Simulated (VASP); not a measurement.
# SiGe (P6_3mc) in VASP: a series of runs, part 2 of 2

VASP 6.6.1. The steps go on from the part before.

## 3. Single point, PBEsol

This run uses another cell than the first one, of 16.92 Å³/atom.

Contents of INCAR:

```
SYSTEM = SiGe
  PREC = Accurate
  ENCUT = 520
  EDIFF = 1E-6
  ISMEAR = 0
  SIGMA = 0.01
  LREAL = .False.
  LASPH = .True.
  NELM = 80
  ALGO = Normal
  ISIF = 2
  LWAVE = .False.
  LCHARG = .False.
  GGA = PS
  NBANDS = 26
```

Contents of KPOINTS:

```
regular mesh
0
Gamma
  12 12 6
  0 0 0
```

Contents of POSCAR:

```
SiGe
1.0
    3.6078795795      0.0000000000      0.0000000000
   -1.8039397898      3.1245153697      0.0000000000
    0.0000000000      0.0000000000      6.0049961464
Si Ge
2 2
Direct
    0.6666666667      0.3333333333      0.8732465537
    0.3333333333      0.6666666667      0.3732465537
    0.6666666667      0.3333333333      0.5017524463
    0.3333333333      0.6666666667      0.0017524463
```

Potentials or basis: VASP PAW PBE potentials, release 64 (Si, Ge_d).

Command:

```bash
> cat potpaw_PBE.64/Si/POTCAR potpaw_PBE.64/Ge_d/POTCAR > POTCAR
> mpirun -np 1 vasp_std > vasp.out
```

OUTCAR:

```text
SYSTEM = SiGe
   PREC = Accurate
   ENCUT = 520
   EDIFF = 1E-6
   ISMEAR = 0
   LREAL = .False.
   LASPH = .True.
   NELM = 80
   ISIF = 2
   GGA = PS

 ion  position               nearest neighbor table
   1  0.667  0.333  0.873-   4 2.22   4 2.22   4 2.22   3 2.23
   2  0.333  0.667  0.373-   3 2.22   3 2.22   3 2.22   4 2.23
   3  0.667  0.333  0.502-   2 2.22   2 2.22   2 2.22   1 2.23
   4  0.333  0.667  0.002-   1 2.22   1 2.22   1 2.22   2 2.23

  LATTYP: Found a hexagonal cell.
 ALAT       =     3.6078795795
 C/A-ratio  =     1.6644114678

  Lattice vectors:

 A1 = (   3.6078795795,   0.0000000000,   0.0000000000)
 A2 = (  -1.8039397898,   3.1245153697,   0.0000000000)
 A3 = (   0.0000000000,   0.0000000000,   6.0049961464)

Analysis of symmetry for initial positions (statically):
=====================================================================
 Subroutine PRICEL returns:
 Original cell was already a primitive cell.

 Routine SETGRP: Setting up the symmetry group for a
 hexagonal supercell.

 Subroutine GETGRP returns: Found 12 space group operations
 (whereof  6 operations were pure point group operations)
 out of a pool of 24 trial point group operations.

The static configuration has the point symmetry C_3v.
 The point group associated with its full space group is C_6v.

Analysis of symmetry for dynamics (positions and initial velocities):
=====================================================================
 Subroutine PRICEL returns:
 Original cell was already a primitive cell.

 Routine SETGRP: Setting up the symmetry group for a
 hexagonal supercell.

 Subroutine GETGRP returns: Found 12 space group operations
 (whereof  6 operations were pure point group operations)
 out of a pool of 24 trial point group operations.
[... 121 lines left out ...]
   ISMEAR =     0;   SIGMA  =   0.01  broadening in eV -4-tet -1-fermi 0-gaus
   EFERMI_NEDOS =   21; number of points for ismear=-14 and -15
   IALGO  =     38    algorithm
   IMIX   =      4    mixing-type and parameters
     AMIX     =   0.40;   BMIX     =  1.00
     AMIX_MAG =   1.60;   BMIX_MAG =  1.00
  volume/ion in A,a.u.               =      16.92       114.20
  Fermi-wavevector in a.u.,A,eV,Ry     =   1.326355  2.506448 23.935617  1.759218
  Thomas-Fermi vector in A             =   2.455748
   LORBIT       =      0    0 simple, 1 ext, 2 COOP (PROOUT), +10 PAW based schemes
   GGA     = PS    functional components
   LHFCALC =     F    Hartree Fock is set to
   AEXX    =    0.0000 exact exchange contribution
   IVDW    =     0    specifies the selected vdW correction
   LEPSILON=     F    determine dielectric tensor
   LRPA    =     F    only Hartree local field effects (RPA)
 non-spin polarized calculation
 Gauss-broadening in eV      SIGMA  =   0.01
  energy-cutoff  :      520.00
  volume of cell :       67.69
 maximum number of plane-waves:      1856
 NGX is ok and might be reduce to    28
   NGX = 13   NGY = 13   NGZ = 23

 number of electron      36.0000007 magnetization

 Free energy of the ion-electron system (eV)
  ---------------------------------------------------
  ext. energy  EPLUGINS =         0.00000000
  ---------------------------------------------------
  free energy    TOTEN  =       -19.94087829 eV

  energy without entropy =      -19.94086044  energy(sigma->0) =      -19.94086937

 E-fermi :   8.1156     XC(G=0): -10.9001

 val. band max:        8.1125206826   @ k =   0.5000   0.0000   0.0000
 cond. band min:       8.1907078635   @ k =   0.3333   0.3333   0.0000
 fundamental gap:      0.0781871809
 Fermi energy:         8.1155663848

 k-point     1 :       0.0000    0.0000    0.0000
  band No.  band energies     occupation
      1     -16.7333      2.00000
      2     -16.7331      2.00000
      3     -16.7260      2.00000
      4     -16.7260      2.00000
      5     -16.7199      2.00000
      6     -16.7199      2.00000
[... 685 lines left out ...]
     25      16.0702      0.00000
     26      16.1769      0.00000

 [... further k-points ...]

------------------------ aborting loop because EDIFF is reached ----------------------------------------

  FORCE on cell =-STRESS in cart. coord.  units (eV):
  Direction    XX          YY          ZZ          XY          YZ          ZX
  --------------------------------------------------------------------------------------
  -------------------------------------------------------------------------------------
  Total       12.6666883     12.6666883     12.6404553     -0.0000000      0.0000000      0.0000000
  in kB      299.7962765    299.7962765    299.1753902     -0.0000000      0.0000000      0.0000000
  external PRESSURE =     299.5893144 kB  Pullay stress =       0.0000000 kB

 VOLUME and BASIS-vectors are now :
 -----------------------------------------------------------------------------
  energy-cutoff  :      520.00
  volume of cell :       67.69
      direct lattice vectors                 reciprocal lattice vectors
     3.607879580  0.000000000  0.000000000     0.277171113  0.160024817  0.000000000
    -1.803939790  3.124515370  0.000000000     0.000000000  0.320049634  0.000000000
     0.000000000  0.000000000  6.004996146     0.000000000  0.000000000  0.166528000

 POSITION                                       TOTAL-FORCE (eV/Angst)
 -----------------------------------------------------------------------------------
      1.80394      1.04151      5.24384        -0.000000      0.000000     -0.007008
     -0.00000      2.08301      2.24134         0.000000     -0.000000     -0.007008
      1.80394      1.04151      3.01302        -0.000000      0.000000      0.007008
     -0.00000      2.08301      0.01052         0.000000     -0.000000      0.007008
 -----------------------------------------------------------------------------------
    total drift:                               -0.000001     -0.000001      0.000807

  FREE ENERGIE OF THE ION-ELECTRON SYSTEM (eV)
  ---------------------------------------------------
  free  energy   TOTEN  =       -19.9408782929 eV

  energy  without entropy=      -19.9408604384  energy(sigma->0) =      -19.94086937
```

OSZICAR:

```text
N       E                     dE             d eps       ncg     rms          rms(c)
DAV:   1     0.264891884825E+03    0.26489E+03   -0.17524E+04  4670   0.328E+03
DAV:   2     0.216015686842E+02   -0.24329E+03   -0.23425E+03  3992   0.637E+02
DAV:   3    -0.190328153025E+02   -0.40634E+02   -0.39994E+02  4668   0.153E+02
DAV:   4    -0.205791705816E+02   -0.15464E+01   -0.15429E+01  4794   0.329E+01
DAV:   5    -0.206094448742E+02   -0.30274E-01   -0.30263E-01  4816   0.520E+00    0.786E+00
DAV:   6    -0.201409314514E+02    0.46851E+00   -0.19854E-01  4532   0.256E+00    0.462E+00
DAV:   7    -0.199389850201E+02    0.20195E+00   -0.33467E-01  4872   0.322E+00    0.358E-01
DAV:   8    -0.199406815284E+02   -0.16965E-02   -0.27013E-02  4864   0.129E+00    0.140E-01
DAV:   9    -0.199408004931E+02   -0.11896E-03   -0.64480E-04  4990   0.191E-01    0.111E-01
DAV:  10    -0.199408638499E+02   -0.63357E-04   -0.97255E-05  5070   0.736E-02    0.463E-02
DAV:  11    -0.199408783192E+02   -0.14469E-04   -0.26212E-05  4164   0.298E-02    0.898E-03
DAV:  12    -0.199408782929E+02    0.26317E-07   -0.12788E-06  3714   0.742E-03
   1 F= -.19940878E+02 E0= -.19940869E+02  d E =-.178544E-04
```

stdout:

```text
POSCAR found type information on POSCAR SiGe
 POSCAR found :  2 types and       4 ions
 scaLAPACK will be used
 -----------------------------------------------------------------------------
|                                                                             |
|                                                                             |
|     You enforced a specific xc type in the INCAR file but a different       |
|     I HOPE YOU KNOW WHAT YOU ARE DOING!                                     |
|                                                                             |
 -----------------------------------------------------------------------------

 LDA part: xc-table for (Slater+PW92), standard interpolation
 POSCAR, INCAR and KPOINTS ok, starting setup
 FFT: planning ... GRIDC
 FFT: planning ... GRID_SOFT
 FFT: planning ... GRID
 WAVECAR not read
 entering main loop
```

Run time: 81 s. Hardware: 1 thread of Intel Xeon Platinum 8259CL at 2.50GHz (Skylake/Cascade Lake), shared host; peak memory 0.25 GiB.

Results:

```yaml
Free_energy: -19.9409 eV
Pressure: 30.0 GPa
Largest_force: 0.007 eV/Å
Band_gap_on_the_k_mesh: zero (bands 18 and 19 overlap by 0.12 eV)
```

Forces on the atoms (eV/Å):
```
Si   0.000  0.000 -0.007
Si   0.000  0.000 -0.007
Ge   0.000  0.000  0.007
Ge   0.000  0.000  0.007
```

Caveat: the cell stands under pressure; semilocal functionals underestimate gaps, so a narrow gap can read as zero; the PAW data sets were made with another functional, which shifts forces and pressure a little.

## 4. Single point, PBEsol

This run uses another cell than the first one, of 14.91 Å³/atom.

Contents of INCAR:

```
SYSTEM = SiGe
PREC = Accurate
ENCUT = 520
EDIFF = 1E-6
ISMEAR = 0
SIGMA = 0.1
LREAL = .FALSE.
LASPH = .TRUE.
NELM = 100
ALGO = Normal
ISIF = 2
LWAVE = .FALSE.
LCHARG = .FALSE.
GGA = PS
NBANDS = 26
```

Contents of KPOINTS:

```
Automatic mesh
0
G
  12 12 8
  0 0 0
```

Contents of POSCAR:

```
SiGe
1.0
    3.4348984841      0.0000000000      0.0000000000
   -1.7174492421      2.9747093467      0.0000000000
    0.0000000000      0.0000000000      5.8387621597
Si Ge
2 2
Direct
    0.6666666667      0.3333333333      0.8700682146
    0.3333333333      0.6666666667      0.3700682146
    0.6666666667      0.3333333333      0.5049307854
    0.3333333333      0.6666666667      0.0049307854
```

Command:

```bash
> cat potpaw_PBE.64/Si/POTCAR potpaw_PBE.64/Ge_d/POTCAR > POTCAR
> mpirun -np 1 vasp_std > vasp.out
```

Run time: 98 s. Hardware: 1 thread of Intel Xeon Platinum 8259CL at 2.50GHz (Skylake/Cascade Lake), shared host; peak memory 0.26 GiB.

The run converged. Its results:

```yaml
Free_energy: -17.7473 eV
Pressure: 59.9 GPa
Band_gap_on_the_k_mesh: zero (bands 18 and 19 overlap by 0.96 eV)
```

Stress tensor (GPa, compression positive):
```
59.96  0.00  0.00
 0.00 59.96  0.00
 0.00  0.00 59.88
```

Levels at points of the mesh, in eV from the Fermi level:
```tsv
k point	band 14	band 15	band 16	band 17	band 18	band 19	band 20	band 21	band 22	band 23
(0.00, 0.00, 0.00)	-1.74	-1.74	-0.74	0.46	0.46	2.12	2.18	2.18	2.25	4.99
(0.50, 0.00, 0.00)	-7.59	-6.69	-4.59	-4.14	-1.80	0.00	2.43	3.13	3.17	5.39
(0.00, 0.00, 0.50)	-5.84	-0.92	-0.92	-0.92	-0.92	2.82	2.82	3.41	3.41	3.41
(0.50, 0.00, 0.50)	-9.36	-3.59	-3.59	-3.25	-3.25	0.68	0.68	1.30	1.30	6.48
```

Caveat: the cell stands under pressure; the PAW data sets were made with another functional, which shifts forces and pressure a little.

## 5. Single point, PBEsol

This run uses another cell than the first one, of 18.51 Å³/atom.

Contents of INCAR:

```
SYSTEM = SiGe
ALGO = Normal ; EDIFF = 1E-7
ENCUT = 520 ; GGA = PS
ISIF = 2 ; ISMEAR = 0
LASPH = .True. ; LCHARG = .False.
LREAL = .False. ; LWAVE = .False.
NBANDS = 26 ; NELM = 100
PREC = Accurate ; SIGMA = 0.01
```

Contents of KPOINTS:

```
k-points
0
Gamma
  12 12 6
  0 0 0
```

Contents of POSCAR:

```
SiGe
1.0
    3.7223828249      0.0000000000      0.0000000000
   -1.8611914124      3.2236780889      0.0000000000
    0.0000000000      0.0000000000      6.1704484515
Si Ge
2 2
Direct
    0.6666666667      0.3333333333      0.8739021603
    0.3333333333      0.6666666667      0.3739021603
    0.6666666667      0.3333333333      0.5010968397
    0.3333333333      0.6666666667      0.0010968397
```

Command:

```bash
> cat potpaw_PBE.64/Si/POTCAR potpaw_PBE.64/Ge_d/POTCAR > POTCAR
> mpirun -np 1 vasp_std > vasp.out
```

It took 93 s on 1 thread of Intel Xeon Platinum 8259CL at 2.50GHz (Skylake/Cascade Lake), shared host; peak memory 0.26 GiB.

Results (log left out):

- Free energy: -20.8120 eV
- Pressure: 15.0 GPa
- Band gap on the k mesh: 0.09 eV (least direct gap 0.82 eV)

Levels at points of the mesh, in eV from the valence-band top:
```tsv
k point	band 15	band 16	band 17	band 18	band 19	band 20	band 21	band 22
(0.00, 0.00, 0.00)	-1.83	-0.47	0.00	0.00	0.82	1.94	1.94	2.20
(0.50, 0.00, 0.00)	-5.56	-3.69	-3.66	-1.77	0.09	2.20	3.05	3.19
(0.00, 0.00, 0.50)	-1.13	-1.13	-1.13	-1.13	1.65	1.65	3.07	3.07
(0.50, 0.00, 0.50)	-3.02	-3.02	-2.94	-2.94	0.59	0.59	1.52	1.52
```

Caveat: the cell stands under pressure; the PAW data sets were made with another functional, which shifts forces and pressure a little. A k mesh can miss the band edges.

## 6. The runs side by side

```csv
task,cell,k mesh,cutoff (eV),smearing,gap on the mesh (eV),pressure (GPa),largest force (eV/Å)
relaxation of shape and atoms at fixed volume,"relaxed from a = 3.978, b = 3.978, c = 6.566 Å, angles 90.0, 90.0, 120.0°, 4 atoms, atomic positions A",12 × 12 × 6,600,gaussian 0.02 eV,0.25,-4.1,0.01
single point,"a = 3.608, b = 3.608, c = 6.005 Å, angles 90.0, 90.0, 120.0°, 4 atoms, atomic positions B",12 × 12 × 6,520,gaussian 0.01 eV,none,30.0,0.01
single point,"a = 3.435, b = 3.435, c = 5.839 Å, angles 90.0, 90.0, 120.0°, 4 atoms, atomic positions C",12 × 12 × 8,520,gaussian 0.1 eV,none,59.9,-
single point,"a = 3.722, b = 3.722, c = 6.170 Å, angles 90.0, 90.0, 120.0°, 4 atoms, atomic positions A",12 × 12 × 6,520,gaussian 0.01 eV,0.09,15.0,-
```

Alike in all rows: level PBEsol; potentials or basis VASP PAW PBE potentials, release 64 (Si, Ge_d); no spin polarisation.

Caveats: the PAW data sets were made with another functional, which shifts forces and pressure a little; the cell stands under pressure (at least some runs); the relaxation stopped at its first step, so nothing moved (at least some runs); semilocal functionals underestimate gaps, so a narrow gap can read as zero (at least some runs).

Absolute energies hang on the potentials; compare differences alone.
